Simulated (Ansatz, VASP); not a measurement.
## NaI in VASP and in Ansatz

```
CELL_PARAMETERS angstrom
0.00000 3.23640 3.23640
3.23640 0.00000 3.23640
3.23640 3.23640 0.00000
ATOMIC_POSITIONS crystal
Na 0.00000 0.00000 0.00000
I 0.50000 0.50000 0.53000
```

Alike in both runs: task single point; functional PBEsol; k mesh 4 × 4 × 4; no spin polarisation.

```csv
,VASP,Ansatz
version,VASP 6.6.1,Ansatz 0.2.0
potentials or method,"VASP PAW PBE potentials, release 64 (Na_pv, I)","plane waves, PAW"
plane-wave cutoff (eV),500,420
occupations,"gaussian, width 0.01 eV",fixed
valence electrons in the cell,14,26
```

```tsv
	VASP	Ansatz	Ansatz less VASP
rms of the force components (eV/Å)	0.068	0.067	-0.0011
```

VASP's potentials were made for PBE, not for PBEsol. Atom by atom the forces differ by 0.001 eV/Å (rms over components). VASP's potentials hold 14 valence electrons a cell and Ansatz's 26, so a difference there can come from the potentials and not from the codes.

The k mesh is coarse, so the values compare programs but aren't converged. Neither program's run includes spin-orbit coupling.
